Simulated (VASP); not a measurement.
# Sr (Fm-3m) in VASP: single point with PBE

Aim: the single point of Sr with PBE.

All numbers are computed with VASP 6.6.1; they aren't measurements. Logs are shortened: lines on timing, memory, paths and dates and some standing lists are left out, and cuts for length are marked.

**1. The cell of the first run**

Symmetry: Fm-3m, No. 225, cubic system. Conventional cell: a = 6.020 Å, b = 6.020 Å, c = 6.020 Å, α = 90.00°, β = 90.00°, γ = 90.00°. Within 5.6 Å of Sr (site symmetry m-3m) lie 12 Sr at 4.26 Å.

**2. Single point, PBE**

INCAR reads:

```
PREC = Accurate
ENCUT = 520
EDIFF = 1E-7
ISMEAR = -1
SIGMA = 0.1
LREAL = False
LASPH = True
NELM = 60
ALGO = Normal
ISIF = 2
LWAVE = False
LCHARG = False
GGA = PE
NBANDS = 11
```

KPOINTS reads:

```
regular mesh
0
Gamma
  12 12 12
```

POSCAR reads:

```
Sr
1.0
    0.0000000000      3.0100000000      3.0100000000
    3.0100000000      0.0000000000      3.0100000000
    3.0100000000      3.0100000000      0.0000000000
Sr
1
Direct
    0.0000000000      0.0000000000      0.0000000000
```

Potentials or basis: VASP PAW PBE potentials, release 64 (Sr_sv).

On the command line:

```console
$ cat potpaw_PBE.64/Sr_sv/POTCAR > POTCAR
$ mpirun -np 1 vasp_std > vasp.out
```

OUTCAR:

```text
PREC = Accurate
   ENCUT = 520
   EDIFF = 1E-7
   ISMEAR = -1
   LREAL = False
   LASPH = True
   NELM = 60
   ISIF = 2
   GGA = PE

 ion  position               nearest neighbor table
   1  0.000  0.000  0.000-

  LATTYP: Found a face centered cubic cell.
 ALAT       =     6.0200000000

  Lattice vectors:

 A1 = (   0.0000000000,   3.0100000000,   3.0100000000)
 A2 = (   3.0100000000,   0.0000000000,   3.0100000000)
 A3 = (   3.0100000000,   3.0100000000,   0.0000000000)

Analysis of symmetry for initial positions (statically):
=====================================================================
 Subroutine PRICEL returns:
 Original cell was already a primitive cell.

 Routine SETGRP: Setting up the symmetry group for a
 face centered cubic supercell.

 Subroutine GETGRP returns: Found 48 space group operations
 (whereof 48 operations were pure point group operations)
 out of a pool of 48 trial point group operations.

The static configuration has the point symmetry O_h .

Analysis of symmetry for dynamics (positions and initial velocities):
=====================================================================
 Subroutine PRICEL returns:
 Original cell was already a primitive cell.

 Routine SETGRP: Setting up the symmetry group for a
 face centered cubic supercell.

 Subroutine GETGRP returns: Found 48 space group operations
 (whereof 48 operations were pure point group operations)
 out of a pool of 48 trial point group operations.

The dynamic configuration has the point symmetry O_h .

 Subroutine INISYM returns: Found 48 space group operations
 (whereof 48 operations are pure point group operations),
 and found     1 'primitive' translations

----------------------------------------------------------------------------------------

                                     Primitive cell

  volume of cell :      54.5418

  direct lattice vectors                    reciprocal lattice vectors
     0.000000000  3.010000000  3.010000000    -0.166112957  0.166112957  0.166112957
     3.010000000  0.000000000  3.010000000     0.166112957 -0.166112957  0.166112957
     3.010000000  3.010000000  0.000000000     0.166112957  0.166112957 -0.166112957

  length of vectors
     4.256782823  4.256782823  4.256782823     0.287716081  0.287716081  0.287716081

  position of ions in fractional coordinates (direct lattice)
     0.000000000  0.000000000  0.000000000

  ion indices of the primitive-cell ions
   primitive index   ion index
                 1           1

----------------------------------------------------------------------------------------

 KPOINTS: regular mesh

Automatic generation of k-mesh.
 Grid dimensions read from file:
 generate k-points for:   12   12   12

 Generating k-lattice:

  Cartesian coordinates                     Fractional coordinates (reciprocal lattice)
    -0.013842746  0.013842746  0.013842746     0.083333333  0.000000000  0.000000000
     0.013842746 -0.013842746  0.013842746     0.000000000  0.083333333  0.000000000
     0.013842746  0.013842746 -0.013842746     0.000000000  0.000000000  0.083333333

  Length of vectors
     0.023976340  0.023976340  0.023976340

  Shift w.r.t. Gamma in fractional coordinates (k-lattice)
     0.000000000  0.000000000  0.000000000

 Subroutine IBZKPT returns following result:
 ===========================================

 Found     72 irreducible k-points:

 Following reciprocal coordinates:
            Coordinates               Weight
  0.000000  0.000000  0.000000      1.000000
  0.083333  0.000000  0.000000      8.000000
  0.166667  0.000000  0.000000      8.000000
  0.250000  0.000000  0.000000      8.000000
  0.333333  0.000000  0.000000      8.000000
  0.416667  0.000000  0.000000      8.000000
[... 16 lines left out ...]
  0.500000  0.166667  0.000000     24.000000
 -0.416667  0.166667  0.000000     24.000000
 [... further k-points ...]
   k-points           NKPTS =     72   k-points in BZ     NKDIM =     72   number of bands    NBANDS=     11
   number of dos      NEDOS =    301   number of ions     NIONS =      1
   total plane-waves  NPLWV =  32768
   dimension x,y,z NGX =    32 NGY =   32 NGZ =   32
   dimension x,y,z NGXF=    64 NGYF=   64 NGZF=   64
   ions per type =               1
   NGX,Y,Z   is equivalent  to a cutoff of  12.50, 12.50, 12.50 a.u.
   NGXF,Y,Z  is equivalent  to a cutoff of  24.99, 24.99, 24.99 a.u.
 SYSTEM =  unknown system
   PREC   = accura    normal or accurate (medium, high low for compatibility)
   ISTART =      0    job   : 0-new  1-cont  2-samecut
   ICHARG =      2    charge: 1-file 2-atom 10-const
   ISPIN  =      1    spin polarized calculation?
   LNONCOLLINEAR =      F non collinear calculations
   LSORBIT =      F    spin-orbit coupling
   LASPH  =      T    aspherical Exc in radial PAW
   ENCUT  =  520.0 eV  38.22 Ry    6.18 a.u.   7.91  7.91  7.91*2*pi/ulx,y,z
   NELM   =     60;   NELMIN=  2; NELMDL= -5     # of ELM steps
   EDIFF  = 0.1E-06   stopping-criterion for ELM
   LREAL  =      F    real-space projection
   EDIFFG = 0.1E-05   stopping-criterion for IOM
   NSW    =      0    number of steps for IOM
   IBRION =     -1    ionic relax: 0-MD 1-quasi-New 2-CG
   NFREE  =      0    steps in history (QN), initial steepest desc. (CG)
   ISIF   =      2    stress and relaxation
   ISYM   =      2    0-nonsym 1-usesym 2-fastsym
   POTIM  = 0.5000    time-step for ionic-motion
   TEBEG  =    0.0;   TEEND  =   0.0 temperature during run
   PSTRESS=    0.0 pullay stress
   NELECT =      10.0000    total number of electrons
   NUPDOWN=      -1.0000    fix difference up-down
   EMIN   =  10.00;   EMAX   =-10.00  energy-range for DOS
   EFERMI =   0.00;   METHOD = LEGACY
   ISMEAR =    -1;   SIGMA  =   0.10  broadening in eV -4-tet -1-fermi 0-gaus
   EFERMI_NEDOS =   21; number of points for ismear=-14 and -15
   IALGO  =     38    algorithm
   IMIX   =      4    mixing-type and parameters
     AMIX     =   0.40;   BMIX     =  1.00
     AMIX_MAG =   1.60;   BMIX_MAG =  1.00
  volume/ion in A,a.u.               =      54.54       368.07
  Fermi-wavevector in a.u.,A,eV,Ry     =   0.930033  1.757507 11.768513  0.864961
  Thomas-Fermi vector in A             =   2.056379
   LORBIT       =      0    0 simple, 1 ext, 2 COOP (PROOUT), +10 PAW based schemes
   GGA     = PE    functional components
   LHFCALC =     F    Hartree Fock is set to
   AEXX    =    0.0000 exact exchange contribution
   IVDW    =     0    specifies the selected vdW correction
   LEPSILON=     F    determine dielectric tensor
   LRPA    =     F    only Hartree local field effects (RPA)
 non-spin polarized calculation
  energy-cutoff  :      520.00
  volume of cell :       54.54
 maximum number of plane-waves:      1484
   NGX = 15   NGY = 15   NGZ = 15

 number of electron      10.0000000 magnetization

 Free energy of the ion-electron system (eV)
  ---------------------------------------------------
  ext. energy  EPLUGINS =         0.00000000
  ---------------------------------------------------
  free energy    TOTEN  =        -1.65874641 eV

  energy without entropy =       -1.61575421  energy(sigma->0) =       -1.63725031

 E-fermi :   1.5933     XC(G=0):  -7.3752

 val. band max:        1.5706405580   @ k =  -0.3333   0.4167   0.1667
 cond. band min:       1.6044399315   @ k =  -0.3333   0.3333   0.1667
 fundamental gap:      0.0337993735
 Fermi energy:         1.5932915799

 k-point     1 :       0.0000    0.0000    0.0000
  band No.  band energies     occupation
      1     -34.9893      2.00000
      2     -16.8759      2.00000
      3     -16.8759      2.00000
      4     -16.8759      2.00000
      5      -2.0459      2.00000
      6       3.9651      0.00000
      7       3.9651      0.00000
      8       3.9651      0.00000
      9       5.4453      0.00000
     10       5.4453      0.00000
     11       8.7406      0.00000

 k-point     2 :       0.0833    0.0000    0.0000
  band No.  band energies     occupation
      1     -34.9883      2.00000
      2     -16.8898      2.00000
      3     -16.8777      2.00000
      4     -16.8777      2.00000
      5      -1.9332      2.00000
      6       3.7888      0.00000
      7       4.0185      0.00000
      8       4.0185      0.00000
      9       5.3735      0.00000
     10       5.3735      0.00000
     11       9.0326      0.00000

 k-point     3 :       0.1667    0.0000    0.0000
  band No.  band energies     occupation
      1     -34.9857      2.00000
      2     -16.9274      2.00000
      3     -16.8828      2.00000
      4     -16.8828      2.00000
      5      -1.6058      2.00000
      6       3.3708      0.00000
      7       4.1225      0.00000
      8       4.1225      0.00000
      9       5.2711      0.00000
     10       5.2711      0.00000
     11       9.1826      0.00000

 k-point     4 :       0.2500    0.0000    0.0000
  band No.  band energies     occupation
      1     -34.9821      2.00000
      2     -16.9781      2.00000
      3     -16.8897      2.00000
      4     -16.8897      2.00000
      5      -1.0977      2.00000
      6       2.8773      0.00001
      7       4.1174      0.00000
      8       4.1174      0.00000
      9       5.3927      0.00000
     10       5.3927      0.00000
     11       8.4364      0.00000
[... 239 lines left out ...]
 k-point    22 :       0.4167    0.1667    0.0000
  band No.  band energies     occupation
      1     -34.9755      2.00000
      2     -17.0354      2.00000
      3     -16.9225      2.00000
      4     -16.9148      2.00000
      5       0.0836      2.00000
      6       2.1998      0.00464
      7       3.3488      0.00000
      8       4.2801      0.00000
      9       5.6507      0.00000
     10       6.4323      0.00000
     11       7.6655      0.00000

 k-point    23 :       0.5000    0.1667    0.0000
  band No.  band energies     occupation
      1     -34.9736      2.00000
      2     -17.0567      2.00000
      3     -16.9332      2.00000
      4     -16.9150      2.00000
      5       0.6956      1.99975
      6       1.7897      0.24600
      7       3.2513      0.00000
      8       4.1711      0.00000
      9       6.1655      0.00000
     10       6.5389      0.00000
     11       7.0676      0.00000

 k-point    24 :      -0.4167    0.1667    0.0000
  band No.  band energies     occupation
      1     -34.9734      2.00000
      2     -17.0584      2.00000
      3     -16.9399      2.00000
      4     -16.9109      2.00000
      5       0.8432      1.99890
      6       1.7063      0.48814
      7       3.2093      0.00000
      8       4.1316      0.00000
      9       6.1910      0.00000
     10       6.4603      0.00000
     11       7.1439      0.00000

 [... further k-points ...]
[... 5 lines left out ...]
  --------------------------------------------------------------------------------------
  -------------------------------------------------------------------------------------
  Total        0.0405039      0.0405039      0.0405039      0.0000000      0.0000000      0.0000000
  in kB        1.1898097      1.1898097      1.1898097      0.0000000      0.0000000      0.0000000
  external PRESSURE =       1.1898097 kB  Pullay stress =       0.0000000 kB

 VOLUME and BASIS-vectors are now :
 -----------------------------------------------------------------------------
  energy-cutoff  :      520.00
  volume of cell :       54.54
      direct lattice vectors                 reciprocal lattice vectors
     0.000000000  3.010000000  3.010000000    -0.166112957  0.166112957  0.166112957
     3.010000000  0.000000000  3.010000000     0.166112957 -0.166112957  0.166112957
     3.010000000  3.010000000  0.000000000     0.166112957  0.166112957 -0.166112957

 POSITION                                       TOTAL-FORCE (eV/Angst)
 -----------------------------------------------------------------------------------
      0.00000      0.00000      0.00000         0.000000     -0.000000     -0.000000
 -----------------------------------------------------------------------------------
    total drift:                                0.000000      0.000000      0.000000

  FREE ENERGIE OF THE ION-ELECTRON SYSTEM (eV)
  ---------------------------------------------------
  free  energy   TOTEN  =        -1.6587464051 eV

  energy  without entropy=       -1.6157542117  energy(sigma->0) =       -1.63725031
```

It took 26 s on 1 thread of Intel Xeon Platinum 8259CL at 2.50GHz (Skylake/Cascade Lake), shared host; peak memory 0.19 GiB.

Results:

| Quantity | Value |
| --- | --- |
| Free energy | -1.6587 eV |
| Pressure | 0.1 GPa |
| Band gap on the k mesh | zero (band 5 reaches 1.67 eV, above the bottom of band 6 at 1.62 eV) |
